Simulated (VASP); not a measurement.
Write the native input for VASP 6.6.1 that does the following.

| Item | Value |
| --- | --- |
| Task | relaxation of cell and atoms |
| Functional | LDA |
| Potentials or basis | VASP PAW LDA potentials, release 64 (Zn, Se) |
| Cutoff | 600 eV |
| k mesh | 8 × 8 × 8 |
| Occupations | gaussian, width 0.01 eV |
| Spin | no spin polarisation |
| Target pressure | -3 GPa |
| Dipole correction | no |
| Further INCAR settings | ALGO = Normal; EDIFF = 1e-06; IBRION = 2; EDIFFG = -0.001; NSW = 80; ISIF = 3 |

The structure of ZnSe lies in POSCAR:

```
ZnSe
1.0
    0.0000000000      2.7837680040      2.7837680040
    2.7837680040      0.0000000000      2.7837680040
    2.7837680040      2.7837680040      0.0000000000
Zn Se
1 1
Direct
    0.0000000000      0.0000000000      0.0000000000
    0.7500000000      0.7500000000      0.7500000000
```

One way to write it, as run:

INCAR

```
SYSTEM = ZnSe
PREC = Accurate
ENCUT = 600
EDIFF = 1E-6
ISMEAR = 0
SIGMA = 0.01
LREAL = .FALSE.
LASPH = .TRUE.
NELM = 60
ALGO = Normal
ISIF = 3
LWAVE = .FALSE.
LCHARG = .FALSE.
GGA = CA
IBRION = 2
NSW = 80
EDIFFG = -0.001
PSTRESS = -30.0
```

KPOINTS

```
regular mesh
0
G
  8 8 8
  0 0 0
```

Potentials or basis: VASP PAW LDA potentials, release 64 (Zn, Se).

Run with:

```bash
$ cat potpaw_LDA.64/Zn/POTCAR potpaw_LDA.64/Se/POTCAR > POTCAR
$ mpirun -np 1 vasp_std > vasp.out
```

It gave:

- Relaxed volume: 22.70 Å³/atom
- Relaxed cell: a = 4.004 Å, b = 4.004 Å, c = 4.004 Å, α = 60.00°, β = 60.00°, γ = 60.00°
- Space group after relaxing (to 0.1 Å): F-43m (No. 216)
- Energy change on relaxing (the run minimises the enthalpy): +9.9 meV/atom
- Ionic steps: 7
- Pressure after relaxing: -3.0 GPa
- Band gap on the k mesh: 1.08 eV

Caveat: the cell is relaxed towards a set pressure, so the run minimises the enthalpy, not the energy.

Run time: 2.5 min on 1 thread of AMD EPYC 7R13 (shared host), peak memory 0.14 GiB.
